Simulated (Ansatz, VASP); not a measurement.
**SrCd in VASP and in Ansatz**

INCAR

```
ALGO = Normal
EDIFF = 1E-8
ENCUT = 520
ISIF = 2
ISMEAR = -1
LASPH = True
LCHARG = False
LEFG = True
LREAL = False
LWAVE = False
NBANDS = 18
NELM = 80
PREC = Accurate
SIGMA = 0.08
```

Contents of KPOINTS:

```
k-points
0
Gamma
  10 10 10
```

The input POSCAR:

```
SrCd
1.0
    3.9229400000      0.0000000000      0.0000000000
    0.0000000000      3.9229400000      0.0000000000
    0.0000000000      0.0000000000      4.0030000000
Sr Cd
1 1
Direct
    0.5000000000      0.5000000000      0.5000000000
    0.0000000000      0.0000000000      0.0000000000
```

Input for Ansatz:

```yaml
crystal:
  lattice:
    - [3.92294, 0.0, 0.0]
    - [0.0, 3.92294, 0.0]
    - [0.0, 0.0, 4.003]
  atoms:
    - { symbol: Sr, position: [0.5, 0.5, 0.5] }
    - { symbol: Cd, position: [0.0, 0.0, 0.0] }
kpoints:
  mp_grid: { grid: [10, 10, 10] }
scf:
  occupations: { method: fermi_dirac, width: 0.08 }
hamiltonian:
  xc: lda
  pseudopotentials: { kind: paw }
output:
  forces: true
  stress: true
  eigenvalues: true
  efg: { contact_densities: true }
  write_density: true
  write_potential: true
  elf: true
  volumetric_format: npy
```

Change from the starting cell: equal xx and yy strain of -2 %, PAW files.

Alike in both runs: task electric field gradients; functional LDA; k mesh 10 × 10 × 10; occupations fermi-dirac, width 0.08 eV; no spin polarisation.

```csv
,VASP,Ansatz
version,VASP 6.6.1,Ansatz 0.2.0
potentials or method,"VASP PAW LDA potentials, release 64 (Sr_sv, Cd)","PAW with Ansatz's default frozen-core files, scalar-relativistic"
plane-wave cutoff (eV),520,420
valence electrons in the cell,22,30
```

Ansatz gave:

- pressure (GPa): -1.0
- traceless stress, the component that is largest in VASP (GPa): -0.39
- size of Vzz on the site where it differs most (V/Å²): 1.3

Which values does VASP return?

Pressure (GPa): -0.9; traceless stress, the component that is largest in VASP (GPa): -0.39; size of Vzz on the site where it differs most (V/Å²): 0.6.

LDA's correlation is that of Perdew and Zunger in VASP and of Perdew and Wang (1992) in Ansatz. VASP's potentials hold 22 valence electrons a cell and Ansatz's 30, so a difference there can come from the potentials and not from the codes.
